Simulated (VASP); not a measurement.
**HfN: single point with LDA**

HfN:

```
CELL_PARAMETERS angstrom
0.00000 2.22016 2.22016
2.22016 0.00000 2.22016
2.22016 2.22016 0.00000
ATOMIC_POSITIONS crystal
Hf 0.00000 0.00000 0.00000
N 0.50000 0.50000 0.50000
```

```json
{
 "Program": "VASP 6.6.1",
 "Task": "single point",
 "Functional": "LDA",
 "Potentials or basis": "VASP PAW LDA potentials, release 64 (Hf_pv, N)",
 "Cutoff": "520 eV",
 "k mesh": "16 × 16 × 16",
 "Occupations": "fermi-dirac, width 0.15 eV",
 "Spin": "no spin polarisation"
}
```

```json
{
 "Pressure": "4.8 GPa",
 "Band gap on the k mesh": "zero (an odd number of electrons rules out a gap without spin polarisation)"
}
```

Levels at points of the mesh, in eV from the Fermi level:
| k point | band 5 | band 6 | band 7 | band 8 | band 9 | band 10 | band 11 | band 12 |
| --- | --- | --- | --- | --- | --- | --- | --- | --- |
| (0.00, 0.00, 0.00) | -3.01 | -3.01 | -3.01 | -0.42 | -0.42 | -0.42 | 2.04 | 2.04 |
| (0.50, 0.00, 0.00) | -9.14 | -6.42 | -6.42 | 3.52 | 3.94 | 3.94 | 4.84 | 9.46 |
| (0.50, 0.50, 0.00) | -5.26 | -4.06 | -3.62 | -3.62 | 4.33 | 5.91 | 5.91 | 6.31 |

Run time: 26 s on 1 thread of AMD EPYC 9R45 96-Core Processor (Zen 5), with other jobs on the host, peak memory 0.13 GiB.

Caveat: the cell stands under pressure; spin-orbit coupling is left out, which moves the levels of the heavy elements.
